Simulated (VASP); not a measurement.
# CdIn2O4 (Fd-3m) in VASP: a series of runs, part 2 of 2

VASP 6.6.1. Earlier steps stand in the parts before.

## 3. Electric field gradients, r2SCAN

POSCAR reads:

```
CdIn2O4
1.0
    0.0000000000      4.5830000000      4.5830000000
    4.5830000000      0.0000000000      4.5830000000
    4.5830000000      4.5830000000      0.0000000000
Cd In O
2 4 8
Direct
    0.5000000000      0.5000000000      0.5000000000
    0.7500000000      0.7500000000      0.7500000000
    0.1250000000      0.1250000000      0.1250000000
    0.6250000000      0.1250000000      0.1250000000
    0.1250000000      0.1250000000      0.6250000000
    0.1250000000      0.6250000000      0.1250000000
    0.3625319088      0.3625319088      0.3625319088
    0.3375957265      0.8874680912      0.8874680912
    0.3625319088      0.3625319088      0.9124042735
    0.8874680912      0.3375957265      0.8874680912
    0.9124042735      0.3625319088      0.3625319088
    0.8874680912      0.8874680912      0.8874680912
    0.3625319088      0.9124042735      0.3625319088
    0.8874680912      0.8874680912      0.3375957265
```

INCAR.step1 reads:

```
PREC = Accurate
ENCUT = 580
ISMEAR = -1
SIGMA = 0.02
LREAL = False
LASPH = True
NELM = 120
NBANDS = 75
GGA = PE
ALGO = Normal
EDIFF = 1E-5
LWAVE = True
LCHARG = False
GGA_COMPAT = False
```

INCAR.step2 reads:

```
PREC = Accurate
ENCUT = 580
EDIFF = 1E-7
ISMEAR = -1
SIGMA = 0.02
LREAL = False
LASPH = True
NELM = 120
ALGO = Normal
ISIF = 2
LWAVE = False
LCHARG = False
METAGGA = R2SCAN
LMIXTAU = True
LEFG = True
NBANDS = 75
ISTART = 1
GGA_COMPAT = False
```

KPOINTS reads:

```
regular mesh
0
Gamma
  4 4 4
```

Potentials or basis: VASP PAW PBE potentials, release 64 (Cd, In_d, O).

Started as:

```
$ cat potpaw_PBE.64/Cd/POTCAR potpaw_PBE.64/In_d/POTCAR potpaw_PBE.64/O/POTCAR > POTCAR
$ cp INCAR.step1 INCAR
$ mpirun -np 1 vasp_std > vasp.out
$ cp INCAR.step2 INCAR
$ mpirun -np 1 vasp_std > vasp.out
```

OUTCAR:

```text
PREC = Accurate
   ENCUT = 580
   EDIFF = 1E-7
   ISMEAR = -1
   LREAL = False
   LASPH = True
   NELM = 120
   ISIF = 2
   METAGGA = R2SCAN
   ISTART = 1

 ion  position               nearest neighbor table
   1  0.500  0.500  0.500-   9 2.18  11 2.18  13 2.18   7 2.18   4 3.80   6 3.80   3 3.80   3 3.80
                             5 3.80   6 3.80   3 3.80   4 3.80   5 3.80   5 3.80   6 3.80   4 3.80
   2  0.750  0.750  0.750-   8 2.18  10 2.18  14 2.18  12 2.18   4 3.80   6 3.80   3 3.80   3 3.80
                             4 3.80   5 3.80   3 3.80   5 3.80   6 3.80   5 3.80   6 3.80   4 3.80
   3  0.125  0.125  0.125-   8 2.18   9 2.18  10 2.18  11 2.18  13 2.18  14 2.18   4 3.24   5 3.24
                             6 3.24   5 3.24   6 3.24   4 3.24   1 3.80   2 3.80   1 3.80   2 3.80
   4  0.625  0.125  0.125-   7 2.18  12 2.18  10 2.18   9 2.18  13 2.18  14 2.18   3 3.24   5 3.24
                             6 3.24   3 3.24   5 3.24   6 3.24   1 3.80   2 3.80   2 3.80   1 3.80
   5  0.125  0.125  0.625-   7 2.18  12 2.18  10 2.18  11 2.18   8 2.18  13 2.18   3 3.24   3 3.24
                             4 3.24   6 3.24   6 3.24   4 3.24   1 3.80   2 3.80   1 3.80   2 3.80
   6  0.125  0.625  0.125-   7 2.18  12 2.18   9 2.18  11 2.18   8 2.18  14 2.18   3 3.24   5 3.24
                             3 3.24   4 3.24   5 3.24   4 3.24   1 3.80   2 3.80   1 3.80   2 3.80
   7  0.363  0.363  0.363-   1 2.18   4 2.18   5 2.18   6 2.18
   8  0.338  0.887  0.887-   2 2.18   3 2.18   5 2.18   6 2.18
   9  0.363  0.363  0.912-   1 2.18   3 2.18   4 2.18   6 2.18
  10  0.887  0.338  0.887-   2 2.18   3 2.18   4 2.18   5 2.18
  11  0.912  0.363  0.363-   1 2.18   3 2.18   5 2.18   6 2.18
  12  0.887  0.887  0.887-   2 2.18   4 2.18   5 2.18   6 2.18
  13  0.363  0.912  0.363-   1 2.18   3 2.18   4 2.18   5 2.18
  14  0.887  0.887  0.338-   2 2.18   3 2.18   4 2.18   6 2.18

  LATTYP: Found a face centered cubic cell.
 ALAT       =     9.1660000000

  Lattice vectors:

 A1 = (   0.0000000000,   4.5830000000,   4.5830000000)
 A2 = (   4.5830000000,   0.0000000000,   4.5830000000)
 A3 = (   4.5830000000,   4.5830000000,   0.0000000000)

Analysis of symmetry for initial positions (statically):
=====================================================================
 Subroutine PRICEL returns:
 Original cell was already a primitive cell.

 Routine SETGRP: Setting up the symmetry group for a
 face centered cubic supercell.

 Subroutine GETGRP returns: Found 48 space group operations
 (whereof 24 operations were pure point group operations)
 out of a pool of 48 trial point group operations.

The static configuration has the point symmetry T_d .
 The point group associated with its full space group is O_h .

Analysis of symmetry for dynamics (positions and initial velocities):
=====================================================================
 Subroutine PRICEL returns:
 Original cell was already a primitive cell.

 Routine SETGRP: Setting up the symmetry group for a
 face centered cubic supercell.

 Subroutine GETGRP returns: Found 48 space group operations
 (whereof 24 operations were pure point group operations)
 out of a pool of 48 trial point group operations.

The dynamic configuration has the point symmetry T_d .
 The point group associated with its full space group is O_h .

 Subroutine INISYM returns: Found 48 space group operations
 (whereof 24 operations are pure point group operations),
[... 780 lines left out ...]
  -------------------------------------------------------------------------------------
  Total        3.1075674      3.1075674      3.1075674      0.0000000      0.0000000     -0.0000000
  in kB       25.8613729     25.8613729     25.8613729      0.0000000      0.0000000     -0.0000000
  external PRESSURE =      25.8613729 kB  Pullay stress =       0.0000000 kB

 VOLUME and BASIS-vectors are now :
 -----------------------------------------------------------------------------
  energy-cutoff  :      580.00
  volume of cell :      192.52
      direct lattice vectors                 reciprocal lattice vectors
     0.000000000  4.583000000  4.583000000    -0.109098844  0.109098844  0.109098844
     4.583000000  0.000000000  4.583000000     0.109098844 -0.109098844  0.109098844
     4.583000000  4.583000000  0.000000000     0.109098844  0.109098844 -0.109098844

 POSITION                                       TOTAL-FORCE (eV/Angst)
 -----------------------------------------------------------------------------------
      4.58300      4.58300      4.58300         0.000000      0.000000      0.000000
      6.87450      6.87450      6.87450         0.000000      0.000000      0.000000
      1.14575      1.14575      1.14575         0.000000      0.000000      0.000000
      1.14575      3.43725      3.43725         0.000000      0.000000      0.000000
      3.43725      3.43725      1.14575         0.000000      0.000000      0.000000
      3.43725      1.14575      3.43725         0.000000      0.000000      0.000000
      3.32297      3.32297      3.32297        -0.109157     -0.109157     -0.109157
      8.13453      5.61447      5.61447         0.109157     -0.109157     -0.109157
      5.84303      5.84303      3.32297         0.109157      0.109157     -0.109157
      5.61447      8.13453      5.61447        -0.109157      0.109157     -0.109157
      3.32297      5.84303      5.84303        -0.109157      0.109157      0.109157
      8.13453      8.13453      8.13453         0.109157      0.109157      0.109157
      5.84303      3.32297      5.84303         0.109157     -0.109157      0.109157
      5.61447      5.61447      8.13453        -0.109157     -0.109157      0.109157
 -----------------------------------------------------------------------------------
    total drift:                                0.000000      0.000000      0.000000

  FREE ENERGIE OF THE ION-ELECTRON SYSTEM (eV)
  ---------------------------------------------------
  free  energy   TOTEN  =      -201.9994674133 eV

  energy  without entropy=     -201.9994674133  energy(sigma->0) =     -201.99946741

 Electric field gradients (V/A^2)
---------------------------------------------------------------------
 ion       V_xx      V_yy      V_zz      V_xy      V_xz      V_yz
---------------------------------------------------------------------
   1       0.000    -0.000    -0.000    -0.001    -0.001    -0.001
   2       0.000    -0.000    -0.000    -0.001    -0.001    -0.001
   3       0.000     0.000     0.000   -25.859   -25.859   -25.859
   4       0.001    -0.000    -0.000    25.855    25.855   -25.858
   5      -0.000    -0.000     0.001   -25.858    25.855    25.855
   6      -0.000     0.001    -0.000    25.855   -25.858    25.855
   7       0.000    -0.000     0.000     7.557     7.557     7.557
   8       0.000    -0.000    -0.000    -7.558    -7.558     7.557
   9      -0.000    -0.000     0.000     7.557    -7.558    -7.558
  10      -0.000     0.000    -0.000    -7.558     7.557    -7.558
  11       0.000    -0.000    -0.000    -7.558    -7.558     7.557
  12       0.000     0.000     0.000     7.557     7.557     7.557
  13      -0.000     0.000    -0.000    -7.558     7.557    -7.558
  14      -0.000    -0.000     0.000     7.557    -7.558    -7.558
---------------------------------------------------------------------

 Electric field gradients after diagonalization (V/A^2)
 (convention: |V_zz| > |V_xx| > |V_yy|)
----------------------------------------------------------------------
 ion       V_xx      V_yy      V_zz     asymmetry (V_yy - V_xx)/ V_zz
----------------------------------------------------------------------
   1       0.001     0.001    -0.003       0.000
   2       0.001     0.001    -0.003       0.000
   3      25.859    25.859   -51.717       0.000
   4      25.857    25.854   -51.711       0.000
   5      25.857    25.854   -51.711       0.000
   6      25.857    25.854   -51.711       0.000
   7      -7.557    -7.557    15.114       0.000
   8      -7.558    -7.557    15.115       0.000
   9      -7.558    -7.557    15.115       0.000
  10      -7.558    -7.557    15.115       0.000
  11      -7.558    -7.557    15.115       0.000
  12      -7.557    -7.557    15.114       0.000
  13      -7.558    -7.557    15.115       0.000
  14      -7.558    -7.557    15.115       0.000
----------------------------------------------------------------------

           NMR quadrupolar parameters

 Cq : quadrupolar parameter    Cq=e*Q*V_zz/h
 eta: asymmetry parameters     (V_yy - V_xx)/ V_zz
 Q  : nuclear electric quadrupole moment in mb (millibarn)
----------------------------------------------------------------------
 ion       Cq(MHz)       eta       Q (mb)
----------------------------------------------------------------------
   1      -0.000       0.000       1.000
   2      -0.000       0.000       1.000
   3      -0.125       0.000       1.000
   4      -0.125       0.000       1.000
   5      -0.125       0.000       1.000
   6      -0.125       0.000       1.000
   7       0.037       0.000       1.000
   8       0.037       0.000       1.000
   9       0.037       0.000       1.000
  10       0.037       0.000       1.000
  11       0.037       0.000       1.000
  12       0.037       0.000       1.000
  13       0.037       0.000       1.000
  14       0.037       0.000       1.000
----------------------------------------------------------------------
```

It took 17 min on 1 thread of Intel Xeon Platinum 8488C (Sapphire Rapids), shared host; peak memory 0.48 GiB.

What came out:

- Free energy: -201.9995 eV
- Pressure: 2.6 GPa
- Largest force: 0.189 eV/Å
- Band gap on the k mesh: 1.61 eV (least direct gap 1.68 eV)
- Largest electric field gradient by atom: Cd -0.0; In -51.7; O +15.1 V/Å²

Forces in eV/Å, atoms in the order of the input:
```
Cd   0.000  0.000  0.000
Cd   0.000  0.000  0.000
In   0.000  0.000  0.000
In   0.000  0.000  0.000
In   0.000  0.000  0.000
In   0.000  0.000  0.000
O   -0.109 -0.109 -0.109
O    0.109 -0.109 -0.109
O    0.109  0.109 -0.109
O   -0.109  0.109 -0.109
O   -0.109  0.109  0.109
O    0.109  0.109  0.109
O    0.109 -0.109  0.109
O   -0.109 -0.109  0.109
```

Levels at points of the mesh, in eV from the valence-band top:
```tsv
k point	band 59	band 60	band 61	band 62	band 63	band 64	band 65	band 66
(0.00, 0.00, 0.00)	-0.13	-0.13	-0.07	-0.07	1.61	5.89	6.39	6.39
(0.50, 0.00, 0.00)	-0.29	-0.29	0.00	0.00	4.35	4.50	6.72	7.36
(0.50, 0.50, 0.00)	-0.19	-0.19	-0.10	-0.10	5.14	5.14	6.77	6.77
```

Electric field gradients, principal values (V/Å²):
```
atom   least  middle  greatest (by size)
1 Cd   0.001   0.001              -0.003
2 Cd   0.001   0.001              -0.003
3 In  25.859  25.859             -51.717
4 In  25.854  25.857             -51.711
5 In  25.854  25.857             -51.711
6 In  25.854  25.857             -51.711
 7 O  -7.557  -7.557              15.114
 8 O  -7.557  -7.558              15.115
 9 O  -7.557  -7.558              15.115
10 O  -7.557  -7.558              15.115
11 O  -7.557  -7.558              15.115
12 O  -7.557  -7.557              15.114
13 O  -7.557  -7.558              15.115
14 O  -7.557  -7.558              15.115
```

Caveat: without QUAD_EFG the Cq values of the log hold for a quadrupole moment of 1 mb, not for the nuclei; the PAW data sets were made with another functional, which shifts forces and pressure a little; spin-orbit coupling is left out, which moves the levels of the heavy elements. A k mesh can miss the band edges.
